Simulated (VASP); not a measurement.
# TaN (P-62m) in VASP: further runs

TaN is run at these levels: r2SCAN, LDA; tasks: single point.

Everything below comes from runs of VASP 6.6.1. Logs are shortened: lines on timing, memory, paths and dates and some standing lists are left out, and cuts for length are marked.

## (1) The cell of the first run

Symmetry: P-62m, No. 189, hexagonal system. Conventional cell: a = 5.196 Å, b = 5.196 Å, c = 2.911 Å, α = 90.00°, β = 90.00°, γ = 120.00°. Within 3.0 Å of Ta (site symmetry -6) lie 6 N at 2.16 Å and 5 Ta at 2.91 to 3.00 Å. Ta (site symmetry -62m) has 3 N at 2.04 Å within 2.7 Å. Within 3.0 Å of N (site symmetry m2m) lie 5 Ta at 2.04 to 2.16 Å and 6 N at 2.77 to 2.91 Å.

## (2) Single point, r2SCAN

File POSCAR:

```
TaN
1.0
    5.1960000000      0.0000000000      0.0000000000
   -2.5980000000      4.4998679981      0.0000000000
    0.0000000000      0.0000000000      2.9110000000
Ta N
3 3
Direct
    0.3333333333      0.6666666667      0.5000000000
    0.6666666667      0.3333333333      0.5000000000
    0.0000000000      0.0000000000      0.0000000000
    0.3928500000      0.0000000000      0.0000000000
    0.0000000000      0.3928500000      0.0000000000
    0.6071500000      0.6071500000      0.0000000000
```

File INCAR.step1:

```
SYSTEM = TaN
PREC = Accurate
ENCUT = 770
ISMEAR = 0
SIGMA = 0.1
LREAL = .False.
LASPH = .True.
NELM = 120
NBANDS = 36
GGA = PE
ALGO = Normal
EDIFF = 1E-5
LWAVE = .True.
LCHARG = .False.
GGA_COMPAT = .False.
```

File INCAR.step2:

```
SYSTEM = TaN
PREC = Accurate
ENCUT = 770
EDIFF = 1E-6
ISMEAR = 0
SIGMA = 0.1
LREAL = .False.
LASPH = .True.
NELM = 120
ALGO = Normal
ISIF = 2
LWAVE = .False.
LCHARG = .False.
METAGGA = R2SCAN
LMIXTAU = .True.
NBANDS = 36
ISTART = 1
GGA_COMPAT = .False.
```

File KPOINTS:

```
regular mesh
0
Gamma
  6 6 9
  0 0 0
```

Potentials or basis: VASP PAW PBE potentials, release 64 (Ta_sv_GW, N).

The run is started by

```
> cat potpaw_PBE.64/Ta_sv_GW/POTCAR potpaw_PBE.64/N/POTCAR > POTCAR
> cp INCAR.step1 INCAR
> mpirun -np 1 vasp_std > vasp.out
> cp INCAR.step2 INCAR
> mpirun -np 1 vasp_std > vasp.out
```

OUTCAR:

```text
SYSTEM = TaN
   PREC = Accurate
   ENCUT = 770
   EDIFF = 1E-6
   ISMEAR = 0
   LREAL = .False.
   LASPH = .True.
   NELM = 120
   ISIF = 2
   METAGGA = R2SCAN
   ISTART = 1

 ion  position               nearest neighbor table
   1  0.333  0.667  0.500-   4 2.16   4 2.16   5 2.16   5 2.16   6 2.16   6 2.16   2 3.00   2 3.00
                             2 3.00
   2  0.667  0.333  0.500-   5 2.16   5 2.16   4 2.16   4 2.16   6 2.16   6 2.16   1 3.00   1 3.00
                             1 3.00
   3  0.000  0.000  0.000-   4 2.04   5 2.04   6 2.04
   4  0.393  0.000  0.000-   3 2.04   1 2.16   1 2.16   2 2.16   2 2.16
   5  0.000  0.393  0.000-   3 2.04   2 2.16   2 2.16   1 2.16   1 2.16
   6  0.607  0.607  0.000-   3 2.04   1 2.16   1 2.16   2 2.16   2 2.16

  LATTYP: Found a hexagonal cell.
 ALAT       =     5.1960000000
 C/A-ratio  =     0.5602386451

  Lattice vectors:

 A1 = (   5.1960000000,   0.0000000000,   0.0000000000)
 A2 = (  -2.5980000000,   4.4998679981,   0.0000000000)
 A3 = (   0.0000000000,   0.0000000000,   2.9110000000)

Analysis of symmetry for initial positions (statically):
=====================================================================
 Subroutine PRICEL returns:
 Original cell was already a primitive cell.

 Routine SETGRP: Setting up the symmetry group for a
 hexagonal supercell.

 Subroutine GETGRP returns: Found 12 space group operations
 (whereof 12 operations were pure point group operations)
 out of a pool of 24 trial point group operations.

The static configuration has the point symmetry D_3h.

Analysis of symmetry for dynamics (positions and initial velocities):
=====================================================================
 Subroutine PRICEL returns:
 Original cell was already a primitive cell.

 Routine SETGRP: Setting up the symmetry group for a
 hexagonal supercell.

 Subroutine GETGRP returns: Found 12 space group operations
 (whereof 12 operations were pure point group operations)
 out of a pool of 24 trial point group operations.

The dynamic configuration has the point symmetry D_3h.

 Subroutine INISYM returns: Found 12 space group operations
 (whereof 12 operations are pure point group operations),
 and found     1 'primitive' translations

----------------------------------------------------------------------------------------

                                     Primitive cell

  volume of cell :      68.0630

  direct lattice vectors                    reciprocal lattice vectors
     5.196000000  0.000000000  0.000000000     0.192455735  0.111114371  0.000000000
    -2.598000000  4.499867998  0.000000000     0.000000000  0.222228741  0.000000000
     0.000000000  0.000000000  2.911000000     0.000000000  0.000000000  0.343524562

  length of vectors
     5.196000000  5.196000000  2.911000000     0.222228741  0.222228741  0.343524562

  position of ions in fractional coordinates (direct lattice)
     0.333333333  0.666666667  0.500000000
     0.666666667  0.333333333  0.500000000
     0.000000000  0.000000000  0.000000000
     0.392850000  0.000000000  0.000000000
     0.000000000  0.392850000  0.000000000
     0.607150000  0.607150000  0.000000000

  ion indices of the primitive-cell ions
   primitive index   ion index
                 1           1
                 2           2
                 3           3
                 4           4
                 5           5
                 6           6

----------------------------------------------------------------------------------------

 KPOINTS: regular mesh

Automatic generation of k-mesh.
 Grid dimensions read from file:
 generate k-points for:    6    6    9

 Generating k-lattice:

  Cartesian coordinates                     Fractional coordinates (reciprocal lattice)
     0.032075956  0.018519062  0.000000000     0.166666667  0.000000000  0.000000000
     0.000000000  0.037038124  0.000000000     0.000000000  0.166666667  0.000000000
     0.000000000  0.000000000  0.038169396     0.000000000  0.000000000  0.111111111

  Length of vectors
     0.037038124  0.037038124  0.038169396

  Shift w.r.t. Gamma in fractional coordinates (k-lattice)
     0.000000000  0.000000000  0.000000000

 Subroutine IBZKPT returns following result:
 ===========================================

 Found     35 irreducible k-points:

 Following reciprocal coordinates:
            Coordinates               Weight
  0.000000  0.000000  0.000000      1.000000
  0.166667  0.000000  0.000000      6.000000
  0.333333  0.000000  0.000000      6.000000
  0.500000  0.000000  0.000000      3.000000
  0.166667  0.166667  0.000000      6.000000
  0.333333  0.166667  0.000000     12.000000
[... 16 lines left out ...]
  0.166667  0.000000  0.333333     12.000000
  0.333333  0.000000  0.333333     12.000000
 [... further k-points ...]
   k-points           NKPTS =     35   k-points in BZ     NKDIM =     35   number of bands    NBANDS=     36
   number of dos      NEDOS =    301   number of ions     NIONS =      6
   total plane-waves  NPLWV =  64512
   dimension x,y,z NGX =    48 NGY =   48 NGZ =   28
   dimension x,y,z NGXF=    96 NGYF=   96 NGZF=   56
   ions per type =               3   3
   NGX,Y,Z   is equivalent  to a cutoff of  15.36, 15.36, 15.99 a.u.
   NGXF,Y,Z  is equivalent  to a cutoff of  30.72, 30.72, 31.98 a.u.
 SYSTEM =  TaN
   PREC   = accura    normal or accurate (medium, high low for compatibility)
   ISTART =      1    job   : 0-new  1-cont  2-samecut
   ICHARG =      0    charge: 1-file 2-atom 10-const
   ISPIN  =      1    spin polarized calculation?
   LNONCOLLINEAR =      F non collinear calculations
   LSORBIT =      F    spin-orbit coupling
   LASPH  =      T    aspherical Exc in radial PAW
   ENCUT  =  770.0 eV  56.59 Ry    7.52 a.u.  11.76 11.76  6.59*2*pi/ulx,y,z
   NELM   =    120;   NELMIN=  2; NELMDL=  0     # of ELM steps
   EDIFF  = 0.1E-05   stopping-criterion for ELM
   LREAL  =      F    real-space projection
   EDIFFG = 0.1E-04   stopping-criterion for IOM
   NSW    =      0    number of steps for IOM
   IBRION =     -1    ionic relax: 0-MD 1-quasi-New 2-CG
   NFREE  =      0    steps in history (QN), initial steepest desc. (CG)
   ISIF   =      2    stress and relaxation
   ISYM   =      2    0-nonsym 1-usesym 2-fastsym
   POTIM  = 0.5000    time-step for ionic-motion
   TEBEG  =    0.0;   TEEND  =   0.0 temperature during run
   PSTRESS=    0.0 pullay stress
   NELECT =      54.0000    total number of electrons
   NUPDOWN=      -1.0000    fix difference up-down
   EMIN   =  10.00;   EMAX   =-10.00  energy-range for DOS
   EFERMI =   0.00;   METHOD = LEGACY
   ISMEAR =     0;   SIGMA  =   0.10  broadening in eV -4-tet -1-fermi 0-gaus
   EFERMI_NEDOS =   21; number of points for ismear=-14 and -15
   IALGO  =     38    algorithm
   IMIX   =      4    mixing-type and parameters
     AMIX     =   0.40;   BMIX     =  1.00
     AMIX_MAG =   1.60;   BMIX_MAG =  1.00
  volume/ion in A,a.u.               =      11.34        76.55
  Fermi-wavevector in a.u.,A,eV,Ry     =   1.515546  2.863966 31.250934  2.296879
  Thomas-Fermi vector in A             =   2.625055
   LORBIT       =      0    0 simple, 1 ext, 2 COOP (PROOUT), +10 PAW based schemes
   METAGGA = R2SCAN    functional components
   LHFCALC =     F    Hartree Fock is set to
   AEXX    =    0.0000 exact exchange contribution
   IVDW    =     0    specifies the selected vdW correction
   LEPSILON=     F    determine dielectric tensor
   LRPA    =     F    only Hartree local field effects (RPA)
 non-spin polarized calculation
 Gauss-broadening in eV      SIGMA  =   0.10
  energy-cutoff  :      770.00
  volume of cell :       68.06
 maximum number of plane-waves:      3343
 NGX is ok and might be reduce to    48
   NGX = 23   NGY = 23   NGZ = 13

 number of electron      54.0000000 magnetization

 Free energy of the ion-electron system (eV)
  ---------------------------------------------------
  ext. energy  EPLUGINS =         0.00000000
  ---------------------------------------------------
  free energy    TOTEN  =      -188.97307455 eV

  energy without entropy =     -188.96954896  energy(sigma->0) =     -188.97131175

 E-fermi :  12.2568     XC(G=0): -14.2706

 val. band max:       12.1932538274   @ k =   0.1667   0.0000   0.3333
 cond. band min:      12.2699928556   @ k =   0.0000   0.0000   0.2222
 fundamental gap:      0.0767390282
 Fermi energy:        12.2568302334

 k-point     1 :       0.0000    0.0000    0.0000
  band No.  band energies     occupation
      1     -59.2403      2.00000
      2     -59.1929      2.00000
      3     -58.5524      2.00000
      4     -25.2800      2.00000
      5     -25.2799      2.00000
      6     -24.9116      2.00000
[... 28 lines left out ...]
     35      15.6823      0.00000
     36      15.6823      0.00000

 k-point     2 :       0.1667    0.0000    0.0000
  band No.  band energies     occupation
      1     -59.2374      2.00000
      2     -59.1957      2.00000
      3     -58.5525      2.00000
      4     -25.3028      2.00000
      5     -25.2719      2.00000
      6     -24.8947      2.00000
[... 28 lines left out ...]
     35      15.6647      0.00000
     36      15.8923      0.00000

 k-point     3 :       0.3333    0.0000    0.0000
  band No.  band energies     occupation
      1     -59.2301      2.00000
      2     -59.2028      2.00000
      3     -58.5527      2.00000
      4     -25.3415      2.00000
      5     -25.2244      2.00000
      6     -24.9180      2.00000
[... 28 lines left out ...]
     35      16.3676      0.00000
     36      16.4343      0.00000

 k-point     4 :       0.5000    0.0000    0.0000
  band No.  band energies     occupation
      1     -59.2243      2.00000
      2     -59.2086      2.00000
      3     -58.5528      2.00000
      4     -25.3585      2.00000
      5     -25.1683      2.00000
      6     -24.9783      2.00000
[... 28 lines left out ...]
     35      16.0511      0.00000
     36      16.7910      0.00000

 k-point     5 :       0.1667    0.1667    0.0000
  band No.  band energies     occupation
      1     -59.2322      2.00000
      2     -59.2007      2.00000
      3     -58.5526      2.00000
      4     -25.3225      2.00000
      5     -25.2514      2.00000
      6     -24.9081      2.00000
[... 655 lines left out ...]
 k-point    22 :       0.0000    0.0000    0.3333
  band No.  band energies     occupation
      1     -59.2051      2.00000
      2     -59.1592      2.00000
      3     -58.5202      2.00000
      4     -25.3947      2.00000
      5     -25.2094      2.00000
      6     -25.1630      2.00000
[... 28 lines left out ...]
     35      15.9340      0.00000
     36      16.8327      0.00000

 k-point    23 :       0.1667    0.0000    0.3333
  band No.  band energies     occupation
      1     -59.2023      2.00000
      2     -59.1620      2.00000
      3     -58.5203      2.00000
      4     -25.3898      2.00000
      5     -25.2223      2.00000
      6     -25.1750      2.00000
[... 28 lines left out ...]
     35      15.8932      0.00000
     36      17.2249      0.00000

 k-point    24 :       0.3333    0.0000    0.3333
  band No.  band energies     occupation
      1     -59.1954      2.00000
      2     -59.1689      2.00000
      3     -58.5203      2.00000
      4     -25.3740      2.00000
      5     -25.2530      2.00000
      6     -25.1968      2.00000
[... 28 lines left out ...]
     35      16.1527      0.00000
     36      17.6639      0.00000

 [... further k-points ...]
[... 5 lines left out ...]
  --------------------------------------------------------------------------------------
  -------------------------------------------------------------------------------------
  Total        0.2697906      0.2697906      0.0546153      0.0000000      0.0000000      0.0000000
  in kB        6.3507689      6.3507689      1.2856223      0.0000000      0.0000000      0.0000000
  external PRESSURE =       4.6623867 kB  Pullay stress =       0.0000000 kB

 VOLUME and BASIS-vectors are now :
 -----------------------------------------------------------------------------
  energy-cutoff  :      770.00
  volume of cell :       68.06
      direct lattice vectors                 reciprocal lattice vectors
     5.196000000  0.000000000  0.000000000     0.192455735  0.111114371  0.000000000
    -2.598000000  4.499867998  0.000000000     0.000000000  0.222228741  0.000000000
     0.000000000  0.000000000  2.911000000     0.000000000  0.000000000  0.343524562

 POSITION                                       TOTAL-FORCE (eV/Angst)
 -----------------------------------------------------------------------------------
     -0.00000      2.99991      1.45550        -0.000000     -0.000000      0.000000
      2.59800      1.49996      1.45550        -0.000000     -0.000000      0.000000
      0.00000      0.00000      0.00000        -0.000000     -0.000000      0.000000
      2.04125      0.00000      0.00000        -0.015777     -0.000000      0.000000
     -1.02062      1.76777      0.00000         0.007888     -0.013663      0.000000
      1.57738      2.73209      0.00000         0.007888      0.013663      0.000000
 -----------------------------------------------------------------------------------
    total drift:                               -0.000001     -0.000001      0.000000

  FREE ENERGIE OF THE ION-ELECTRON SYSTEM (eV)
  ---------------------------------------------------
  free  energy   TOTEN  =      -188.9730745458 eV

  energy  without entropy=     -188.9695489588  energy(sigma->0) =     -188.97131175
```

It took 8.1 min on 1 thread of Intel Xeon Platinum 8259CL at 2.50GHz (Skylake/Cascade Lake), shared host; peak memory 0.35 GiB.

What came out:

```
Free energy            : -188.9731 eV
Pressure               : 0.5 GPa
Largest force          : 0.016 eV/Å
Band gap on the k mesh : zero (bands 27 and 28 overlap by 3.09 eV)
```

Forces on the atoms (eV/Å):
```
Ta   0.000  0.000  0.000
Ta   0.000  0.000  0.000
Ta   0.000  0.000  0.000
N   -0.016  0.000  0.000
N    0.008 -0.014  0.000
N    0.008  0.014  0.000
```

Levels at points of the mesh, in eV from the Fermi level:
```
           k point  band 25  band 26  band 27  band 28  band 29  band 30
(0.00, 0.00, 0.00)    -3.54    -1.92    -0.91    -0.91     0.79     0.79
(0.50, 0.00, 0.00)    -4.10    -2.91    -2.65     1.38     2.02     2.13
```

Caveat: the PAW data sets were made with another functional, which shifts forces and pressure a little; spin-orbit coupling is left out, which moves the levels of the heavy elements.

## (3) Single point, LDA

File INCAR:

```
  ALGO = Normal
  EDIFF = 1E-6
  ENCUT = 700
  GGA = CA
  GGA_COMPAT = False
  ISIF = 2
  ISMEAR = 0
  LASPH = True
  LCHARG = True
  LELF = True
  LREAL = False
  LVHAR = True
  LWAVE = False
  NBANDS = 36
  NELM = 120
  PREC = Accurate
  SIGMA = 0.1
```

File KPOINTS:

```
k-points
0
Gamma
  6 6 9
```

POSCAR is that of step 2.

Potentials or basis: VASP PAW LDA potentials, release 64 (Ta_sv_GW, N).

The run is started by

```
> cat potpaw_LDA.64/Ta_sv_GW/POTCAR potpaw_LDA.64/N/POTCAR > POTCAR
> mpirun -np 1 vasp_std > vasp.out
```

Run time: 93 s. Hardware: 1 thread of Intel Xeon 6975P-C (Granite Rapids), shared host; peak memory 0.27 GiB.

It converged, with:

| Property | Result |
| --- | --- |
| Free energy | -81.6354 eV |
| Pressure | -9.1 GPa |
| Largest force | 0.035 eV/Å |
| Band gap on the k mesh | zero (bands 27 and 28 overlap by 3.10 eV) |

Forces on the atoms (eV/Å):
```
Ta   0.000  0.000  0.000
Ta   0.000  0.000  0.000
Ta   0.000  0.000  0.000
N   -0.035  0.000  0.000
N    0.017 -0.030  0.000
N    0.017  0.030  0.000
```

Stress tensor (GPa, compression positive):
```
 -8.20   0.00   0.00
  0.00  -8.20   0.00
  0.00   0.00 -10.81
```

Levels at points of the mesh, in eV from the Fermi level:
```
           k point  band 23  band 24  band 25  band 26  band 27  band 28  band 29  band 30  band 31  band 32
(0.00, 0.00, 0.00)    -4.99    -4.20    -3.28    -1.89    -0.91    -0.91     0.55     0.55     1.82     1.92
(0.50, 0.00, 0.00)    -4.58    -3.86    -3.81    -2.80    -2.62     1.20     1.76     1.91     2.37     2.39
```

Caveat: the cell stands under tension; spin-orbit coupling is left out, which moves the levels of the heavy elements.

The gap in the log of VASP goes by the Fermi energy; the results here count the filled bands.